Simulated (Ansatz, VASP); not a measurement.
# Te: VASP beside Ansatz

Contents of INCAR:

```
PREC = Accurate ; ENCUT = 520
EDIFF = 1E-7 ; ISMEAR = -1
SIGMA = 0.05 ; LREAL = False
LASPH = True ; NELM = 60
ALGO = Normal ; ISIF = 2
LWAVE = False ; LCHARG = False
GGA = PE ; NBANDS = 16
```

Contents of KPOINTS:

```
regular mesh
0
Gamma
  9 9 6
```

Contents of POSCAR:

```
Te
1.0
    4.5302708278      0.0000000000      0.0000000000
   -2.2651354139      3.9233296229      0.0000000000
    0.0000000000      0.0000000000      5.9374277250
Te
3
Direct
    0.2684005468      1.0000000000      0.3333333333
    0.0000000000      0.2684005468      0.6666666667
    0.7315994532      0.7315994532      0.0000000000
```

Input for Ansatz:

```yaml
crystal:
  lattice:
    - [4.5302708278, 0.0, 0.0]
    - [-2.2651354139, 3.9233296229, 0.0]
    - [0.0, 0.0, 5.937427725]
  atoms:
    - { symbol: Te, position: [0.2684005468, 1.0, 0.3333333333] }
    - { symbol: Te, position: [0.0, 0.2684005468, 0.6666666667] }
    - { symbol: Te, position: [0.7315994532, 0.7315994532, 0.0] }
hamiltonian:
  xc: pbe
  pseudopotentials:
    kind: paw
    azcp:
      Te: "pseudopotentials/Te.paw.azcp"
basis:
  ecutwfc: 420
  fft_grid_basis: typed
kpoints:
  mp_grid: { grid: [9, 9, 6], shift: [0, 0, 0] }
magnetization:
  spin_polarized: false
scf:
  occupations: { method: fermi_dirac, width: 0.05 }
  lower_state_search: "off"
output:
  stress: true
  write_density: true
  write_potential: true
  elf: true
  volumetric_format: npy
```

Alike in both runs: task single point; functional PBE; k mesh 9 × 9 × 6; occupations fermi-dirac, width 0.05 eV; no spin polarisation.

|  | VASP | Ansatz |
| --- | --- | --- |
| version | VASP 6.6.1 | Ansatz 0.2.0 |
| potentials or method | VASP PAW PBE potentials, release 64 (Te), cutoff 520 eV | plane waves (420 eV) with PAW, scalar-relativistic |
| valence electrons in the cell | 18 | 48 |

```csv
,VASP,Ansatz,Ansatz less VASP
pressure (GPa),0.0,0.0,0.00
"traceless stress, the component that is largest in VASP (GPa)",0.08,0.07,-0.011
```

With one functional, cell and mesh, what is left measures potentials, basis and numerics. VASP's potentials hold 18 valence electrons a cell and Ansatz's 48, so a difference there can come from the potentials and not from the codes.

Spin-orbit coupling is off throughout.
